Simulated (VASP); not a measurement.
A run of VASP 6.6.1 is set up as follows.

Contents of INCAR:

```
  PREC = Accurate
  ENCUT = 700
  EDIFF = 1E-6
  ISMEAR = 0
  SIGMA = 0.1
  LREAL = Auto
  LASPH = True
  NELM = 120
  ALGO = Normal
  ISIF = 2
  LWAVE = False
  LCHARG = False
  GGA = PE
  NBANDS = 66
  GGA_COMPAT = False
```

Contents of KPOINTS:

```
regular mesh
0
Gamma
  4 4 4
```

File POSCAR:

```
Ba2CaAgC6N6
1.0
    0.0000000000      5.3960000000      5.3960000000
    5.3960000000      0.0000000000      5.3960000000
    5.3960000000      5.3960000000      0.0000000000
Ba Ca Ag C N
2 1 1 6 6
Direct
    0.2500000000      0.2500000000      0.2500000000
    0.7500000000      0.7500000000      0.7500000000
    0.0000000000      0.0000000000      0.0000000000
    0.5000000000      0.5000000000      0.5000000000
    0.8048554500      0.1951445500      0.1951445500
    0.1951445500      0.8048554500      0.1951445500
    0.1951445500      0.1951445500      0.8048554500
    0.1951445500      0.8048554500      0.8048554500
    0.8048554500      0.1951445500      0.8048554500
    0.8048554500      0.8048554500      0.1951445500
    0.6964418100      0.3035581900      0.3035581900
    0.3035581900      0.6964418100      0.3035581900
    0.3035581900      0.3035581900      0.6964418100
    0.3035581900      0.6964418100      0.6964418100
    0.6964418100      0.3035581900      0.6964418100
    0.6964418100      0.6964418100      0.3035581900
```

Potentials or basis: VASP PAW PBE potentials, release 64 (Ba_sv, Ca_sv, Ag_sv_GW, C, N).

Command:

```bash
$ cat potpaw_PBE.64/Ba_sv/POTCAR potpaw_PBE.64/Ca_sv/POTCAR potpaw_PBE.64/Ag_sv_GW/POTCAR potpaw_PBE.64/C/POTCAR potpaw_PBE.64/N/POTCAR > POTCAR
$ mpirun -np 1 vasp_std > vasp.out
```

(1) Predict the pressure.

(2) Predict the band gap on the k mesh.

(3) Predict the largest force.

## Answers

(1) 15.4 GPa.

(2) zero (an odd number of electrons rules out a gap without spin polarisation).

(3) 2.204 eV/Å.

Caveat: the cell stands under pressure; spin-orbit coupling is left out, which moves the levels of the heavy elements; an odd number of electrons without spin polarisation forces a metal; a magnetic or distorted state may lie lower.
